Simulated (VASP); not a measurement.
# Li4TmGe: relaxation of cell and atoms with PBE

Li4TmGe:

```
Li Tm Ge
1.0
     5.12485    0.00000    0.00000
    -2.56242    4.43825    0.00000
     0.00000    0.00000    3.94961
Li Tm Ge
4 1 1
Direct
  0.00000 0.00000 0.00000
  0.32832 0.16416 0.50000
  0.83584 0.16416 0.50000
  0.83584 0.67168 0.50000
  0.33333 0.66667 0.00000
  0.66667 0.33333 0.00000
```

The cell was generated, and may not be a known phase.

- Program: VASP 6.6.1
- Task: relaxation of cell and atoms
- Functional: PBE
- Potentials or basis: VASP PAW PBE potentials, release 64 (Li_sv, Tm_3, Ge_d), 4f in core
- Cutoff: 750 eV
- k mesh: 4 × 4 × 4
- Occupations: gaussian, width 0.2 eV
- Spin: no spin polarisation
- Dipole correction: no
- Further INCAR settings: ALGO = Normal; EDIFF = 1e-07; IBRION = 2; EDIFFG = -0.08; NSW = 36; ISIF = 3

The relaxed volume is 18.27 Å³/atom. The relaxed cell is a = 5.256 Å, b = 5.256 Å, c = 4.581 Å, α = 90.00°, β = 90.00°, γ = 120.00° and the space group after relaxing (to 0.1 Å) is P-6m2 (No. 187). The energy gained by relaxing is 152.6 meV/atom and the ionic steps are 6. The pressure after relaxing is 0.0 GPa, the largest force after relaxing is 0.005 eV/Å and the band gap on the k mesh is zero (an odd number of electrons rules out a gap without spin polarisation).

Forces on the atoms (eV/Å):
```
Li   0.000  0.000  0.000
Li   0.004  0.002  0.000
Li  -0.004  0.002  0.000
Li   0.000 -0.005  0.000
Tm   0.000  0.000  0.000
Ge   0.000  0.000  0.000
```

Step by step:
| step | energy change (eV) | largest force (eV/Å) | pressure (GPa) | volume (Å³) |
| --- | --- | --- | --- | --- |
| 1 | 0.0000 | 0.7036 | 10.55 | 89.84 |
| 2 | -0.7463 | 0.4455 | 2.37 | 103.18 |
| 3 | -0.8599 | 0.3122 | -0.40 | 110.60 |
| 4 | -0.8647 | 0.2802 | -0.97 | 112.48 |
| 5 | -0.9035 | 0.1415 | -0.49 | 110.98 |
| 6 | -0.9156 | 0.0046 | 0.00 | 109.60 |

Final structure:
```cif
data_structure
_symmetry_space_group_name_H-M 'P 1'
_symmetry_Int_Tables_number 1
_cell_length_a 5.2562
_cell_length_b 5.2562
_cell_length_c 4.5805
_cell_angle_alpha 90.000
_cell_angle_beta 90.000
_cell_angle_gamma 120.000
_cell_volume 109.60
loop_
_atom_site_label
_atom_site_type_symbol
_atom_site_fract_x
_atom_site_fract_y
_atom_site_fract_z
_atom_site_occupancy
Li1 Li 0.00000 0.00000 0.00000 1
Li2 Li 0.34765 0.17383 0.50000 1
Li3 Li 0.82617 0.17383 0.50000 1
Li4 Li 0.82617 0.65235 0.50000 1
Tm1 Tm 0.33333 0.66667 0.00000 1
Ge1 Ge 0.66667 0.33333 0.00000 1
```

Levels at points of the mesh, in eV from the Fermi level:
| k point | band 15 | band 16 | band 17 | band 18 | band 19 | band 20 |
| --- | --- | --- | --- | --- | --- | --- |
| (0.00, 0.00, 0.00) | -1.97 | -1.90 | -1.41 | 0.44 | 1.02 | 1.02 |
| (0.50, 0.00, 0.00) | -1.64 | -1.29 | -1.24 | 0.34 | 1.19 | 1.53 |
| (0.00, 0.00, 0.50) | -1.93 | -1.93 | -0.12 | 0.36 | 0.36 | 0.64 |
| (0.50, 0.00, 0.50) | -2.88 | -1.36 | -1.30 | 0.23 | 0.37 | 0.50 |

It took 100 s on 1 thread of Intel(R) Xeon(R) 6975P-C (Granite Rapids) (shared host), peak memory 0.32 GiB.

Caveat: the k points lie up to 0.35 Å⁻¹ apart in the final cell, too coarse for converged energies and pressures of a metal; the volume moved by over 15 % at a fixed basis, so the end points are rough; spin-orbit coupling is left out, which moves the levels of the heavy elements; the 4f electrons are frozen in the core, so they carry no moment and show no levels. Spin polarisation is off, so any magnetic state and its effect on volume and gap are missing.
